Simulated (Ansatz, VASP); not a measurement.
## PbS in VASP and in Ansatz

```
Pb S
1.0
     2.01755   -5.81156    0.00000
     2.01755    5.81156    0.00000
     0.00000    0.00000    4.54811
Pb S
2 2
Direct
  0.86944 0.13056 0.75000
  0.13056 0.86944 0.25000
  0.64520 0.35480 0.75000
  0.35480 0.64520 0.25000
```

Alike in both runs: task single point; functional LDA; k mesh 6 × 6 × 6; occupations gaussian, width 0.05 eV; no spin polarisation.

|  | VASP | Ansatz |
| --- | --- | --- |
| version | VASP 6.6.1 | Ansatz 0.2.0 |
| potentials or method | VASP PAW LDA potentials, release 64 (Pb_d, S), cutoff 520 eV | plane waves, PAW |
| valence electrons in the cell | 40 | 40 |

|  | VASP | Ansatz | Ansatz less VASP |
| --- | --- | --- | --- |
| pressure (GPa) | -3.3 | -3.4 | -0.02 |
| traceless stress, the component that is largest in VASP (GPa) | -3.53 | -3.54 | -0.003 |

LDA's correlation is that of Perdew and Zunger in VASP and of Perdew and Wang (1992) in Ansatz.

Spin-orbit coupling is off throughout.
